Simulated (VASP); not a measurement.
Set up this calculation in VASP 6.6.1, as the native input.

* Task: single point
* Functional: PBEsol
* Potentials or basis: VASP PAW PBE potentials, release 64 (Hf_pv, N)
* Cutoff: 520 eV
* k mesh: 16 × 16 × 16
* Occupations: gaussian, width 0.15 eV
* Spin: no spin polarisation
* Dipole correction: no
* Further INCAR settings: ALGO = Normal; EDIFF = 1e-07; NBANDS = 14

The structure of HfN lies in POSCAR:

```
HfN
1.0
    0.0000000000      2.4548220000      2.5161925500
    2.4548220000      0.0000000000      2.5161925500
    2.4548220000      2.4548220000      0.0000000000
Hf N
1 1
Direct
    0.0000000000      0.0000000000      0.0000000000
    0.7500000000      0.7500000000      0.7500000000
```

This cell differs from its parent crystal: strain +0.000 along x and y, +0.025 along z.

These files were run (other wordings do the same):

INCAR

```
SYSTEM = HfN
PREC = Accurate
ENCUT = 520
EDIFF = 1E-7
ISMEAR = 0
SIGMA = 0.15
LREAL = .FALSE.
LASPH = .TRUE.
NELM = 80
ALGO = Normal
ISIF = 2
LWAVE = .FALSE.
LCHARG = .FALSE.
GGA = PS
NBANDS = 14
```

KPOINTS

```
Automatic mesh
0
G
  16 16 16
  0 0 0
```

Potentials or basis: VASP PAW PBE potentials, release 64 (Hf_pv, N).

Command:

```bash
$ cat potpaw_PBE.64/Hf_pv/POTCAR potpaw_PBE.64/N/POTCAR > POTCAR
$ mpirun -np 1 vasp_std > vasp.out
```

It gave:

```json
{
  "Pressure": "-10.2 GPa",
  "Band gap on the k mesh": "zero (an odd number of electrons rules out a gap without spin polarisation)"
}
```

Caveat: the cell differs from its parent crystal (strain +0.000 along x and y, +0.025 along z); the cell stands under tension; the PAW data sets were made with another functional, which shifts forces and pressure a little; spin-orbit coupling is left out, which moves the levels of the heavy elements; an odd number of electrons without spin polarisation forces a metal; a magnetic or distorted state may lie lower.

Wall time 2.6 min on 1 thread of AMD EPYC 9R14 (Zen 4) (shared host), peak memory 0.25 GiB.
